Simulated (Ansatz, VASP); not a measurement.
Mo in VASP and in Ansatz

```
CELL_PARAMETERS angstrom
-1.58022 1.58022 1.58022
1.58022 -1.58022 1.58022
1.58022 1.58022 -1.58022
ATOMIC_POSITIONS crystal
Mo 0.00000 0.00000 0.00000
```

Alike in both runs: functional PBE; k mesh 18 × 18 × 18; occupations gaussian, width 0.1 eV; no spin polarisation.

Ansatz relaxed the structure, and its values are those at the end. VASP's run is a single point on that final structure, the one shown.

|  | VASP | Ansatz |
| --- | --- | --- |
| version | VASP 6.6.1 | Ansatz 0.2.0 |
| potentials or method | VASP PAW PBE potentials, release 64 (Mo_sv), cutoff 520 eV | scalar-relativistic, plane waves, PAW |
| valence electrons in the cell | 14 | 14 |

Ansatz gave:

```
gap on the k mesh at the Fermi level (eV) : none
pressure (GPa)                            : 0.0
```

Task: What did VASP give for the same quantities?

Result: gap on the k mesh at the Fermi level (eV): none; pressure (GPa): 0.5.

A gap of «none» marks a metal or a gap that the smearing closes. With one functional, cell and mesh, what is left measures potentials, basis and numerics.
